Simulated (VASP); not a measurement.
# Nb (Fd-3m) in VASP: single point with LDA

Aim: the single point of Nb with LDA.

Everything below comes from runs of VASP 6.6.1. Logs are shortened: lines on timing, memory, paths and dates and some standing lists are left out, and cuts for length are marked.

## Step 1: The cell of the first run

Symmetry: Fd-3m, No. 227, cubic system. Conventional cell: a = 5.759 Å, b = 5.759 Å, c = 5.759 Å, α = 90.00°, β = 90.00°, γ = 90.00°. Nb (site symmetry -43m) has 4 Nb at 2.49 Å within 3.3 Å.

## Step 2: Single point, LDA

Input file INCAR:

```
ALGO     = Normal         # electronic algorithm
EDIFF    = 1E-6           # SCF threshold, eV
ENCUT    = 520            # plane-wave cutoff, eV
GGA      = CA             # functional
ISIF     = 2              # what is computed and relaxed
ISMEAR   = -1             # smearing method
LASPH    = T              # aspherical terms in the spheres
LCHARG   = T              # write CHGCAR
LELF     = T              # ELF
LREAL    = F              # projectors in reciprocal space
LVHAR    = T            
LWAVE    = F              # write WAVECAR
NBANDS   = 20             # bands
NELM     = 100            # most SCF steps
PREC     = Accurate       # precision mode
SIGMA    = 0.13605693000000002 # smearing width, eV
```

Input file KPOINTS:

```
k-points
0
Gamma
  8 8 8
```

Input file POSCAR:

```
Nb
1.0
    0.0000000000      2.8796434101      2.8796434101
    2.8796434101      0.0000000000      2.8796434101
    2.8796434101      2.8796434101      0.0000000000
Nb
2
Direct
    0.0000000000      0.0000000000      0.0000000000
    0.2500000000      0.2500000000      0.2500000000
```

Potentials or basis: VASP PAW LDA potentials, release 64 (Nb_sv).

Run with:

```
$ cat potpaw_LDA.64/Nb_sv/POTCAR > POTCAR
$ mpirun -np 1 vasp_std > vasp.out
```

OUTCAR:

```text
EDIFF = 1E-6
   ENCUT = 520
   GGA = CA
   ISIF = 2
   ISMEAR = -1
   LASPH = T
   LREAL = F
   NELM = 100
   PREC = Accurate

 ion  position               nearest neighbor table
   1  0.000  0.000  0.000-   2 2.49   2 2.49   2 2.49   2 2.49
   2  0.250  0.250  0.250-   1 2.49   1 2.49   1 2.49   1 2.49

  LATTYP: Found a face centered cubic cell.
 ALAT       =     5.7592868202

  Lattice vectors:

 A1 = (   0.0000000000,   2.8796434101,   2.8796434101)
 A2 = (   2.8796434101,   0.0000000000,   2.8796434101)
 A3 = (   2.8796434101,   2.8796434101,   0.0000000000)

Analysis of symmetry for initial positions (statically):
=====================================================================
 Subroutine PRICEL returns:
 Original cell was already a primitive cell.

 Routine SETGRP: Setting up the symmetry group for a
 face centered cubic supercell.

 Subroutine GETGRP returns: Found 48 space group operations
 (whereof 24 operations were pure point group operations)
 out of a pool of 48 trial point group operations.

The static configuration has the point symmetry T_d .
 The point group associated with its full space group is O_h .

Analysis of symmetry for dynamics (positions and initial velocities):
=====================================================================
 Subroutine PRICEL returns:
 Original cell was already a primitive cell.

 Routine SETGRP: Setting up the symmetry group for a
 face centered cubic supercell.

 Subroutine GETGRP returns: Found 48 space group operations
 (whereof 24 operations were pure point group operations)
 out of a pool of 48 trial point group operations.

The dynamic configuration has the point symmetry T_d .
 The point group associated with its full space group is O_h .

 Subroutine INISYM returns: Found 48 space group operations
 (whereof 24 operations are pure point group operations),
 and found     1 'primitive' translations

----------------------------------------------------------------------------------------

                                     Primitive cell

  volume of cell :      47.7580

  direct lattice vectors                    reciprocal lattice vectors
     0.000000000  2.879643410  2.879643410    -0.173632610  0.173632610  0.173632610
     2.879643410  0.000000000  2.879643410     0.173632610 -0.173632610  0.173632610
     2.879643410  2.879643410  0.000000000     0.173632610  0.173632610 -0.173632610

  length of vectors
     4.072430765  4.072430765  4.072430765     0.300740502  0.300740502  0.300740502

  position of ions in fractional coordinates (direct lattice)
     0.000000000  0.000000000  0.000000000
     0.250000000  0.250000000  0.250000000

  ion indices of the primitive-cell ions
   primitive index   ion index
                 1           1
                 2           2

----------------------------------------------------------------------------------------

 KPOINTS: k-points

Automatic generation of k-mesh.
 Grid dimensions read from file:
 generate k-points for:    8    8    8

 Generating k-lattice:

  Cartesian coordinates                     Fractional coordinates (reciprocal lattice)
    -0.021704076  0.021704076  0.021704076     0.125000000  0.000000000  0.000000000
     0.021704076 -0.021704076  0.021704076     0.000000000  0.125000000  0.000000000
     0.021704076  0.021704076 -0.021704076     0.000000000  0.000000000  0.125000000

  Length of vectors
     0.037592563  0.037592563  0.037592563

  Shift w.r.t. Gamma in fractional coordinates (k-lattice)
     0.000000000  0.000000000  0.000000000

 Subroutine IBZKPT returns following result:
 ===========================================

 Found     29 irreducible k-points:

 Following reciprocal coordinates:
            Coordinates               Weight
  0.000000  0.000000  0.000000      1.000000
  0.125000  0.000000  0.000000      8.000000
  0.250000  0.000000  0.000000      8.000000
  0.375000  0.000000  0.000000      8.000000
  0.500000  0.000000  0.000000      4.000000
  0.125000  0.125000  0.000000      6.000000
[... 16 lines left out ...]
  0.500000  0.250000  0.125000     48.000000
 -0.375000  0.250000  0.125000     24.000000
 [... further k-points ...]
   k-points           NKPTS =     29   k-points in BZ     NKDIM =     29   number of bands    NBANDS=     20
   number of dos      NEDOS =    301   number of ions     NIONS =      2
   total plane-waves  NPLWV =  27000
   dimension x,y,z NGX =    30 NGY =   30 NGZ =   30
   dimension x,y,z NGXF=    60 NGYF=   60 NGZF=   60
   ions per type =               2
   NGX,Y,Z   is equivalent  to a cutoff of  12.25, 12.25, 12.25 a.u.
   NGXF,Y,Z  is equivalent  to a cutoff of  24.49, 24.49, 24.49 a.u.
 SYSTEM =  unknown system
   PREC   = accura    normal or accurate (medium, high low for compatibility)
   ISTART =      0    job   : 0-new  1-cont  2-samecut
   ICHARG =      2    charge: 1-file 2-atom 10-const
   ISPIN  =      1    spin polarized calculation?
   LNONCOLLINEAR =      F non collinear calculations
   LSORBIT =      F    spin-orbit coupling
   LASPH  =      T    aspherical Exc in radial PAW
   ENCUT  =  520.0 eV  38.22 Ry    6.18 a.u.   7.57  7.57  7.57*2*pi/ulx,y,z
   NELM   =    100;   NELMIN=  2; NELMDL= -5     # of ELM steps
   EDIFF  = 0.1E-05   stopping-criterion for ELM
   LREAL  =      F    real-space projection
   EDIFFG = 0.1E-04   stopping-criterion for IOM
   NSW    =      0    number of steps for IOM
   IBRION =     -1    ionic relax: 0-MD 1-quasi-New 2-CG
   NFREE  =      0    steps in history (QN), initial steepest desc. (CG)
   ISIF   =      2    stress and relaxation
   ISYM   =      2    0-nonsym 1-usesym 2-fastsym
   POTIM  = 0.5000    time-step for ionic-motion
   TEBEG  =    0.0;   TEEND  =   0.0 temperature during run
   PSTRESS=    0.0 pullay stress
   NELECT =      26.0000    total number of electrons
   NUPDOWN=      -1.0000    fix difference up-down
   EMIN   =  10.00;   EMAX   =-10.00  energy-range for DOS
   EFERMI =   0.00;   METHOD = LEGACY
   ISMEAR =    -1;   SIGMA  =   0.14  broadening in eV -4-tet -1-fermi 0-gaus
   EFERMI_NEDOS =   21; number of points for ismear=-14 and -15
   IALGO  =     38    algorithm
   IMIX   =      4    mixing-type and parameters
     AMIX     =   0.40;   BMIX     =  1.00
     AMIX_MAG =   1.60;   BMIX_MAG =  1.00
  volume/ion in A,a.u.               =      23.88       161.14
  Fermi-wavevector in a.u.,A,eV,Ry     =   1.336751  2.526093 24.312300  1.786904
  Thomas-Fermi vector in A             =   2.465353
   LORBIT       =      0    0 simple, 1 ext, 2 COOP (PROOUT), +10 PAW based schemes
   GGA     = CA    functional components
   LHFCALC =     F    Hartree Fock is set to
   AEXX    =    0.0000 exact exchange contribution
   IVDW    =     0    specifies the selected vdW correction
   LEPSILON=     F    determine dielectric tensor
   LRPA    =     F    only Hartree local field effects (RPA)
 non-spin polarized calculation
  energy-cutoff  :      520.00
  volume of cell :       47.76
 maximum number of plane-waves:      1304
   NGX = 15   NGY = 15   NGZ = 15

 number of electron      26.0000003 magnetization

 Free energy of the ion-electron system (eV)
  ---------------------------------------------------
  ext. energy  EPLUGINS =         0.00000000
  ---------------------------------------------------
  free energy    TOTEN  =       -17.37419901 eV

  energy without entropy =      -17.18203233  energy(sigma->0) =      -17.27811567

 E-fermi :   7.3028     XC(G=0): -10.9072

 val. band max:        7.2555536488   @ k =   0.5000   0.3750   0.0000
 cond. band min:       7.3408934125   @ k =  -0.2500   0.3750   0.1250
 fundamental gap:      0.0853397637
 Fermi energy:         7.3028462045

 k-point     1 :       0.0000    0.0000    0.0000
  band No.  band energies     occupation
      1     -46.9625      2.00000
      2     -46.0670      2.00000
      3     -23.5583      2.00000
      4     -23.5583      2.00000
      5     -23.5583      2.00000
      6     -22.2022      2.00000
[... 12 lines left out ...]
     19      12.9842      0.00000
     20      18.1242      0.00000

 k-point     2 :       0.1250    0.0000    0.0000
  band No.  band energies     occupation
      1     -46.9383      2.00000
      2     -46.0935      2.00000
      3     -23.5853      2.00000
      4     -23.5853      2.00000
      5     -23.5588      2.00000
      6     -22.2003      2.00000
[... 12 lines left out ...]
     19      12.9295      0.00000
     20      17.3984      0.00000

 k-point     3 :       0.2500    0.0000    0.0000
  band No.  band energies     occupation
      1     -46.8724      2.00000
      2     -46.1650      2.00000
      3     -23.6462      2.00000
      4     -23.6462      2.00000
      5     -23.5623      2.00000
      6     -22.1928      2.00000
[... 12 lines left out ...]
     19      12.7343      0.00000
     20      16.9133      0.00000

 k-point     4 :       0.3750    0.0000    0.0000
  band No.  band energies     occupation
      1     -46.7897      2.00000
      2     -46.2532      2.00000
      3     -23.7020      2.00000
      4     -23.7020      2.00000
      5     -23.5688      2.00000
      6     -22.1812      2.00000
[... 12 lines left out ...]
     19      12.3475      0.00000
     20      13.9768      0.00000

 k-point     5 :       0.5000    0.0000    0.0000
  band No.  band energies     occupation
      1     -46.7460      2.00000
      2     -46.2992      2.00000
      3     -23.7239      2.00000
      4     -23.7239      2.00000
      5     -23.5724      2.00000
      6     -22.1753      2.00000
[... 12 lines left out ...]
     19      12.0219      0.00000
     20      12.6794      0.00000
[... 353 lines left out ...]
      6     -22.8881      2.00000
[... 12 lines left out ...]
     19      12.7395      0.00000
     20      12.7395      0.00000

 k-point    22 :       0.3750    0.2500    0.1250
  band No.  band energies     occupation
      1     -46.8130      2.00000
      2     -46.2285      2.00000
      3     -23.7851      2.00000
      4     -23.7175      2.00000
      5     -23.3839      2.00000
      6     -22.3736      2.00000
[... 12 lines left out ...]
     19      13.1928      0.00000
     20      16.3261      0.00000

 k-point    23 :       0.5000    0.2500    0.1250
  band No.  band energies     occupation
      1     -46.7295      2.00000
      2     -46.3165      2.00000
      3     -23.8598      2.00000
      4     -23.7664      2.00000
      5     -23.3062      2.00000
      6     -22.4413      2.00000
[... 12 lines left out ...]
     19      12.9458      0.00000
     20      13.9435      0.00000

 k-point    24 :      -0.3750    0.2500    0.1250
  band No.  band energies     occupation
      1     -46.6819      2.00000
      2     -46.3659      2.00000
      3     -23.8863      2.00000
      4     -23.7889      2.00000
      5     -23.2715      2.00000
      6     -22.4709      2.00000
[... 12 lines left out ...]
     19      12.4446      0.00000
     20      12.7336      0.00000

 [... further k-points ...]

------------------------ aborting loop because EDIFF is reached ----------------------------------------

  FORCE on cell =-STRESS in cart. coord.  units (eV):
  Direction    XX          YY          ZZ          XY          YZ          ZX
  --------------------------------------------------------------------------------------
  -------------------------------------------------------------------------------------
  Total        0.0488138      0.0488138      0.0488138      0.0000000     -0.0000000      0.0000000
  in kB        1.6375976      1.6375976      1.6375976      0.0000000     -0.0000000      0.0000000
  external PRESSURE =       1.6375976 kB  Pullay stress =       0.0000000 kB

 VOLUME and BASIS-vectors are now :
 -----------------------------------------------------------------------------
  energy-cutoff  :      520.00
  volume of cell :       47.76
      direct lattice vectors                 reciprocal lattice vectors
     0.000000000  2.879643410  2.879643410    -0.173632610  0.173632610  0.173632610
     2.879643410  0.000000000  2.879643410     0.173632610 -0.173632610  0.173632610
     2.879643410  2.879643410  0.000000000     0.173632610  0.173632610 -0.173632610

 POSITION                                       TOTAL-FORCE (eV/Angst)
 -----------------------------------------------------------------------------------
      0.00000      0.00000      0.00000         0.000000      0.000000      0.000000
      1.43982      1.43982      1.43982        -0.000000     -0.000000     -0.000000
 -----------------------------------------------------------------------------------
    total drift:                                0.000000     -0.000000      0.000000

  FREE ENERGIE OF THE ION-ELECTRON SYSTEM (eV)
  ---------------------------------------------------
  free  energy   TOTEN  =       -17.3741990121 eV

  energy  without entropy=      -17.1820323292  energy(sigma->0) =      -17.27811567
```

Run time: 52 s. Hardware: 1 thread of AMD EPYC 7R13, shared host; peak memory 0.13 GiB.

Results:

- Free energy: -17.3742 eV
- Pressure: 0.2 GPa
- Band gap on the k mesh: zero (band 13 reaches 8.07 eV, above the bottom of band 14 at 6.43 eV)
